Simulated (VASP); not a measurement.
The system is TlMo2.

```
Tl Mo
1.0
     0.00000    3.89417    3.89417
     3.89417    0.00000    3.89417
     3.89417    3.89417    0.00000
Tl Mo
2 4
Direct
  0.00000 0.00000 0.00000
  0.25000 0.25000 0.25000
  0.62500 0.62500 0.62500
  0.12500 0.62500 0.62500
  0.62500 0.62500 0.12500
  0.62500 0.12500 0.62500
```

* Program: VASP 6.6.1
* Task: relaxation of cell and atoms
* Functional: PBE
* Potentials or basis: VASP PAW PBE potentials, release 64 (Tl_d, Mo_sv)
* Cutoff: 600 eV
* k mesh: 4 × 4 × 4
* Occupations: gaussian, width 0.1 eV
* Spin: no spin polarisation

At the start: pressure -6.3 GPa; volume 19.68 Å³/atom.

Problem. How do energy, volume and symmetry change on relaxing?

Solution. Over 3 steps the energy falls by 17.9 meV/atom and the volume is 18.83 Å³/atom (-4.3 %); space group Fd-3m (No. 227, to 0.1 Å) before and after.

Step by step:
```tsv
step	energy change (eV)	largest force (eV/Å)	pressure (GPa)	volume (Å³)
1	0.0000	0.0000	-6.31	118.11
2	0.1689	0.0000	12.52	105.34
3	-0.1074	0.0000	-0.14	112.98
```

Final structure:
```
Tl Mo
1.0
     0.00000    3.83696    3.83696
     3.83696    0.00000    3.83696
     3.83696    3.83696    0.00000
Tl Mo
2 4
Cartesian
  0.0000 0.0000 0.0000
  1.9185 1.9185 1.9185
  4.7962 4.7962 4.7962
  4.7962 2.8777 2.8777
  2.8777 2.8777 4.7962
  2.8777 4.7962 2.8777
```
